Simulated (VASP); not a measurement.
# Al (I4/mmm) in VASP: single point with PBE

Aim: the single point of Al with PBE.

All numbers are computed with VASP 6.6.1; they aren't measurements. Logs are shortened: lines on timing, memory, paths and dates and some standing lists are left out, and cuts for length are marked.

## (1) The cell of the first run

Symmetry: I4/mmm, No. 139, tetragonal system. The conventional cell has a = 2.944 Å, b = 2.944 Å, c = 3.894 Å, α = 90.00°, β = 90.00°, γ = 90.00°. Within 3.9 Å of Al (site symmetry 4/mmm) lie 14 Al at 2.85 to 3.89 Å.

## (2) Single point, PBE (biaxial strain in the a-b plane: +3.0 %, then relaxed in part)

Input file INCAR:

```
SYSTEM = Al
  PREC = Accurate
  ENCUT = 520
  EDIFF = 1E-6
  ISMEAR = 0
  SIGMA = 0.1
  LREAL = .False.
  LASPH = .True.
  NELM = 100
  ALGO = Normal
  ISIF = 2
  LWAVE = .False.
  LCHARG = .True.
  GGA = PE
  LELF = .True.
  LVHAR = .True.
  NBANDS = 10
```

Input file KPOINTS:

```
Automatic mesh
0
Gamma
  18 18 14
  0 0 0
```

Input file POSCAR:

```
Al
1.0
    2.0814347745      2.0814347745      0.0000000000
   -2.0814347745      2.0814347745      0.0000000000
    0.0000000000      0.0000000000      3.8943450463
Al
2
Direct
    0.0000000000      0.0000000000      0.0000000000
    0.5000000000      0.5000000000      0.5000000000
```

Potentials or basis: VASP PAW PBE potentials, release 64 (Al).

On the command line:

```sh
$ cat potpaw_PBE.64/Al/POTCAR > POTCAR
$ mpirun -np 1 vasp_std > vasp.out
```

OUTCAR:

```text
SYSTEM = Al
   PREC = Accurate
   ENCUT = 520
   EDIFF = 1E-6
   ISMEAR = 0
   LREAL = .False.
   LASPH = .True.
   NELM = 100
   ISIF = 2
   GGA = PE

 ion  position               nearest neighbor table
   1  0.000  0.000  0.000-   2 2.85   2 2.85   2 2.85   2 2.85   2 2.85   2 2.85   2 2.85   2 2.85

   2  0.500  0.500  0.500-   1 2.85   1 2.85   1 2.85   1 2.85   1 2.85   1 2.85   1 2.85   1 2.85

  LATTYP: Found a simple tetragonal cell.
 ALAT       =     2.9435932873
 C/A-ratio  =     1.3229901913

  Lattice vectors:

 A1 = (   2.0814347745,   2.0814347745,   0.0000000000)
 A2 = (  -2.0814347745,   2.0814347745,   0.0000000000)
 A3 = (   0.0000000000,   0.0000000000,   3.8943450463)

Analysis of symmetry for initial positions (statically):
=====================================================================
 Subroutine PRICEL returns following result:

  LATTYP: Found a body centered tetragonal cell.
 ALAT       =     2.9435932873
 C/A-ratio  =     1.3229901913

  Lattice vectors:

 A1 = (   0.0000000000,  -2.0814347745,  -1.9471725231)
 A2 = (   0.0000000000,   2.0814347745,  -1.9471725232)
 A3 = (   2.0814347745,   0.0000000000,   1.9471725231)

   2 primitive cells build up your supercell.

 Routine SETGRP: Setting up the symmetry group for a
 simple tetragonal supercell.

 Subroutine GETGRP returns: Found 16 space group operations
 (whereof 16 operations were pure point group operations)
 out of a pool of 16 trial point group operations.

The static configuration has the point symmetry D_4h.

Analysis of symmetry for dynamics (positions and initial velocities):
=====================================================================
 Subroutine PRICEL returns following result:

  LATTYP: Found a body centered tetragonal cell.
 ALAT       =     2.9435932873
 C/A-ratio  =     1.3229901913

  Lattice vectors:

 A1 = (   0.0000000000,  -2.0814347745,  -1.9471725231)
 A2 = (   0.0000000000,   2.0814347745,  -1.9471725232)
 A3 = (   2.0814347745,   0.0000000000,   1.9471725231)

   2 primitive cells build up your supercell.

 Routine SETGRP: Setting up the symmetry group for a
 simple tetragonal supercell.

 Subroutine GETGRP returns: Found 16 space group operations
 (whereof 16 operations were pure point group operations)
 out of a pool of 16 trial point group operations.

The dynamic configuration has the point symmetry D_4h.

 Subroutine INISYM returns: Found 16 space group operations
 (whereof 16 operations are pure point group operations),
 and found     2 'primitive' translations

----------------------------------------------------------------------------------------

                                     Primitive cell

  volume of cell :      16.8717

  direct lattice vectors                    reciprocal lattice vectors
     0.000000000 -2.081434774 -1.947172523     0.240218913 -0.240218913 -0.256782588
     0.000000000  2.081434774 -1.947172523     0.240218913  0.240218913 -0.256782588
     2.081434774  0.000000000  1.947172523     0.480437827  0.000000000  0.000000000

  length of vectors
     2.850237105  2.850237105  2.850237105     0.425849211  0.425849211  0.480437827

  position of ions in fractional coordinates (direct lattice)
     0.000000000  0.000000000  0.000000000

  ion indices of the primitive-cell ions
   primitive index   ion index
                 1           1

----------------------------------------------------------------------------------------

 KPOINTS: Automatic mesh

Automatic generation of k-mesh.
 Grid dimensions read from file:
 generate k-points for:   18   18   14

 Generating k-lattice:

  Cartesian coordinates                     Fractional coordinates (reciprocal lattice)
     0.013345495  0.013345495  0.000000000     0.055555556  0.000000000  0.000000000
    -0.013345495  0.013345495  0.000000000     0.000000000  0.055555556  0.000000000
     0.000000000  0.000000000  0.018341613     0.000000000  0.000000000  0.071428571

  Length of vectors
     0.018873380  0.018873380  0.018341613

  Shift w.r.t. Gamma in fractional coordinates (k-lattice)
     0.000000000  0.000000000  0.000000000

 Subroutine IBZKPT returns following result:
 ===========================================

 Found    440 irreducible k-points:

 Following reciprocal coordinates:
            Coordinates               Weight
  0.000000  0.000000  0.000000      1.000000
  0.055556  0.000000  0.000000      4.000000
  0.111111  0.000000  0.000000      4.000000
  0.166667  0.000000  0.000000      4.000000
  0.222222  0.000000  0.000000      4.000000
  0.277778  0.000000  0.000000      4.000000
[... 16 lines left out ...]
  0.277778  0.111111  0.000000      8.000000
  0.333333  0.111111  0.000000      8.000000
 [... further k-points ...]
   k-points           NKPTS =    440   k-points in BZ     NKDIM =    440   number of bands    NBANDS=     10
   number of dos      NEDOS =    301   number of ions     NIONS =      2
   total plane-waves  NPLWV =  17280
   dimension x,y,z NGX =    24 NGY =   24 NGZ =   30
   dimension x,y,z NGXF=    48 NGYF=   48 NGZF=   60
   ions per type =               2
   NGX,Y,Z   is equivalent  to a cutoff of  13.55, 13.55, 12.81 a.u.
   NGXF,Y,Z  is equivalent  to a cutoff of  27.11, 27.11, 25.61 a.u.
 SYSTEM =  Al
   PREC   = accura    normal or accurate (medium, high low for compatibility)
   ISTART =      0    job   : 0-new  1-cont  2-samecut
   ICHARG =      2    charge: 1-file 2-atom 10-const
   ISPIN  =      1    spin polarized calculation?
   LNONCOLLINEAR =      F non collinear calculations
   LSORBIT =      F    spin-orbit coupling
   LASPH  =      T    aspherical Exc in radial PAW
   ENCUT  =  520.0 eV  38.22 Ry    6.18 a.u.   5.47  5.47  7.24*2*pi/ulx,y,z
   NELM   =    100;   NELMIN=  2; NELMDL= -5     # of ELM steps
   EDIFF  = 0.1E-05   stopping-criterion for ELM
   LREAL  =      F    real-space projection
   EDIFFG = 0.1E-04   stopping-criterion for IOM
   NSW    =      0    number of steps for IOM
   IBRION =     -1    ionic relax: 0-MD 1-quasi-New 2-CG
   NFREE  =      0    steps in history (QN), initial steepest desc. (CG)
   ISIF   =      2    stress and relaxation
   ISYM   =      2    0-nonsym 1-usesym 2-fastsym
   POTIM  = 0.5000    time-step for ionic-motion
   TEBEG  =    0.0;   TEEND  =   0.0 temperature during run
   PSTRESS=    0.0 pullay stress
   NELECT =       6.0000    total number of electrons
   NUPDOWN=      -1.0000    fix difference up-down
   EMIN   =  10.00;   EMAX   =-10.00  energy-range for DOS
   EFERMI =   0.00;   METHOD = LEGACY
   ISMEAR =     0;   SIGMA  =   0.10  broadening in eV -4-tet -1-fermi 0-gaus
   EFERMI_NEDOS =   21; number of points for ismear=-14 and -15
   IALGO  =     38    algorithm
   IMIX   =      4    mixing-type and parameters
     AMIX     =   0.40;   BMIX     =  1.00
     AMIX_MAG =   1.60;   BMIX_MAG =  1.00
  volume/ion in A,a.u.               =      16.87       113.86
  Fermi-wavevector in a.u.,A,eV,Ry     =   0.920581  1.739645 11.530515  0.847469
  Thomas-Fermi vector in A             =   2.045902
   LORBIT       =      0    0 simple, 1 ext, 2 COOP (PROOUT), +10 PAW based schemes
   GGA     = PE    functional components
   LHFCALC =     F    Hartree Fock is set to
   AEXX    =    0.0000 exact exchange contribution
   IVDW    =     0    specifies the selected vdW correction
   LEPSILON=     F    determine dielectric tensor
   LRPA    =     F    only Hartree local field effects (RPA)
 non-spin polarized calculation
 Gauss-broadening in eV      SIGMA  =   0.10
  energy-cutoff  :      520.00
  volume of cell :       33.74
 maximum number of plane-waves:       934
 NGX is ok and might be reduce to    24
   NGX = 11   NGY = 11   NGZ = 15

 number of electron       6.0000000 magnetization

 Free energy of the ion-electron system (eV)
  ---------------------------------------------------
  ext. energy  EPLUGINS =         0.00000000
  ---------------------------------------------------
  free energy    TOTEN  =        -7.47907036 eV

  energy without entropy =       -7.47566696  energy(sigma->0) =       -7.47736866

 E-fermi :   7.7710     XC(G=0): -10.1163

 val. band max:        7.7648565559   @ k =   0.2222   0.2222   0.2857
 cond. band min:       7.7759366310   @ k =   0.5000   0.0000   0.1429
 fundamental gap:      0.0110800751
 Fermi energy:         7.7710426376

 k-point     1 :       0.0000    0.0000    0.0000
  band No.  band energies     occupation
      1      -3.2114      2.00000
      2       5.5747      2.00000
      3       7.0968      2.00000
      4      12.4765      0.00000
      5      12.4765      0.00000
      6      12.5334      0.00000
      7      15.8125      0.00000
      8      20.0914      0.00000
      9      20.0914      0.00000
     10      20.7847      0.00000

 k-point     2 :       0.0556    0.0000    0.0000
  band No.  band energies     occupation
      1      -3.1587      2.00000
      2       5.6228      2.00000
      3       7.1472      2.00000
      4      11.1280      0.00000
      5      12.5219      0.00000
      6      13.5240      0.00000
      7      16.3037      0.00000
      8      19.2074      0.00000
      9      20.0209      0.00000
     10      20.1428      0.00000

 k-point     3 :       0.1111    0.0000    0.0000
  band No.  band energies     occupation
      1      -3.0006      2.00000
      2       5.7669      2.00000
      3       7.2953      2.00000
      4       9.6597      0.00000
      5      12.6584      0.00000
      6      14.0942      0.00000
      7      17.6028      0.00000
      8      17.8050      0.00000
      9      18.8814      0.00000
     10      20.2971      0.00000
[... 248 lines left out ...]
 k-point    23 :       0.2778    0.1111    0.0000
  band No.  band energies     occupation
      1      -1.6897      2.00000
      2       5.6148      2.00000
      3       6.9698      2.00000
      4       8.6028      0.00000
      5      11.1423      0.00000
      6      13.9161      0.00000
      7      15.4264      0.00000
      8      17.9127      0.00000
      9      18.2245      0.00000
     10      19.0616      0.00000

 k-point    24 :       0.3333    0.1111    0.0000
  band No.  band energies     occupation
      1      -1.1166      2.00000
      2       4.3835      2.00000
      3       7.4999      1.99987
      4       9.1559      0.00000
      5      11.6613      0.00000
      6      12.7136      0.00000
      7      14.3358      0.00000
      8      16.7597      0.00000
      9      18.7785      0.00000
     10      19.6006      0.00000

 [... further k-points ...]

------------------------ aborting loop because EDIFF is reached ----------------------------------------

  FORCE on cell =-STRESS in cart. coord.  units (eV):
  Direction    XX          YY          ZZ          XY          YZ          ZX
  --------------------------------------------------------------------------------------
  -------------------------------------------------------------------------------------
  Total       -0.4448546     -0.4448546     -0.0074541      0.0000000     -0.0000000      0.0000000
  in kB      -21.1221762    -21.1221762     -0.3539308      0.0000000     -0.0000000      0.0000000
  external PRESSURE =     -14.1994277 kB  Pullay stress =       0.0000000 kB

 VOLUME and BASIS-vectors are now :
 -----------------------------------------------------------------------------
  energy-cutoff  :      520.00
  volume of cell :       33.74
      direct lattice vectors                 reciprocal lattice vectors
     2.081434774  2.081434774  0.000000000     0.240218913  0.240218913  0.000000000
    -2.081434774  2.081434774  0.000000000    -0.240218913  0.240218913  0.000000000
     0.000000000  0.000000000  3.894345046     0.000000000  0.000000000  0.256782588

 POSITION                                       TOTAL-FORCE (eV/Angst)
 -----------------------------------------------------------------------------------
      0.00000      0.00000      0.00000        -0.000000     -0.000000      0.000000
      0.00000      2.08143      1.94717         0.000000      0.000000     -0.000000
 -----------------------------------------------------------------------------------
    total drift:                               -0.000000      0.000000     -0.000000

  FREE ENERGIE OF THE ION-ELECTRON SYSTEM (eV)
  ---------------------------------------------------
  free  energy   TOTEN  =        -7.4790703598 eV

  energy  without entropy=       -7.4756669557  energy(sigma->0) =       -7.47736866
```

Wall time 87 s (1 thread of AMD EPYC 7R13, shared host); peak memory 0.21 GiB.

What came out:

* Free energy: -7.4791 eV
* Pressure: -1.4 GPa
* Band gap on the k mesh: zero (bands 3 and 4 overlap by 11.13 eV)

Levels at points of the mesh, in eV from the Fermi level:
```tsv
k point	band 1	band 2	band 3	band 4	band 5	band 6
(0.00, 0.00, 0.00)	-10.98	-2.20	-0.67	4.71	4.71	4.76
(0.50, 0.00, 0.00)	-6.77	-6.77	1.71	1.71	3.44	3.44
(0.50, 0.50, 0.00)	-3.18	-3.18	-2.05	-2.05	5.56	5.56
(0.00, 0.00, 0.50)	-8.56	-8.56	6.80	6.80	6.80	6.80
(0.50, 0.00, 0.50)	-4.50	-4.50	-4.33	-4.33	10.41	10.41
(0.50, 0.50, 0.50)	-0.93	-0.93	-0.93	-0.93	-0.04	-0.04
```

Caveat: the cell differs from its parent crystal (biaxial strain in the a-b plane: +3.0 %, then relaxed in part).
